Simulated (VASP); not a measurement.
NiHg4:

```
CELL_PARAMETERS angstrom
-3.08493 3.08493 3.08493
3.08493 -3.08493 3.08493
3.08493 3.08493 -3.08493
ATOMIC_POSITIONS crystal
Ni 0.00000 0.00000 0.00000
Hg 0.00000 0.00000 0.50000
Hg 0.50000 0.00000 0.00000
Hg 0.50000 0.50000 0.50000
Hg 0.00000 0.50000 0.00000
```

| Property | Result |
| --- | --- |
| Program | VASP 6.6.1 |
| Task | relaxation of cell and atoms |
| Functional | LDA |
| Potentials or basis | VASP PAW LDA potentials, release 64 (Ni_sv_GW, Hg_sv_GW) |
| Cutoff | 590 eV |
| k mesh | 8 × 8 × 8 |
| Occupations | gaussian, width 0.1 eV |
| Spin | no spin polarisation |

At the start: pressure -7.4 GPa; volume 23.49 Å³/atom.

How do energy, volume and symmetry change on relaxing?

Over 3 steps the energy falls by 67.8 meV/atom and the volume is 20.93 Å³/atom (-10.9 %); space group Im-3m (No. 229, to 0.1 Å) before and after.

Step by step:
```csv
step,energy change (eV),largest force (eV/Å),pressure (GPa),volume (Å³)
1,0.0000,0.0000,-7.41,117.43
2,-0.2740,0.0000,4.74,99.93
3,-0.3390,0.0000,-0.01,104.63
```

Final structure:
```
Ni Hg
1.0
    -2.96851    2.96851    2.96851
     2.96851   -2.96851    2.96851
     2.96851    2.96851   -2.96851
Ni Hg
1 4
Direct
  0.00000 0.00000 0.00000
  0.00000 0.00000 0.50000
  0.50000 0.00000 0.00000
  0.50000 0.50000 0.50000
  0.00000 0.50000 0.00000
```
